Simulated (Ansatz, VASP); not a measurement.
# One calculation of VN, two programs

```
V N
1.0
     0.00000    2.05816    2.05816
     2.05816    0.00000    2.05816
     2.05816    2.05816    0.00000
V N
1 1
Direct
  0.50000 0.50000 0.50000
  0.00000 0.00000 0.00000
```

Alike in both runs: functional PBE; k mesh 18 × 18 × 18; occupations gaussian, width 0.1 eV; no spin polarisation.

Ansatz relaxed the structure, and its values are those at the end. VASP's run is a single point on that final structure, the one shown.

|  | VASP | Ansatz |
| --- | --- | --- |
| version | VASP 6.6.1 | Ansatz 0.2.0 |
| potentials or method | VASP PAW PBE potentials, release 64 (V_sv, N), cutoff 600 eV | scalar-relativistic, plane waves, PAW |
| valence electrons in the cell | 18 | 18 |

VASP gave:

| Item | Value |
| --- | --- |
| gap on the k mesh at the Fermi level (eV) | none |
| pressure (GPa) | 0.6 |

Problem. What did Ansatz give for the same quantities?

Solution. gap on the k mesh at the Fermi level (eV): none; pressure (GPa): 0.0.

A gap of «none» marks a metal or a gap that the smearing closes. The functional is the same, so the differences come from potentials, cutoffs and numerics.
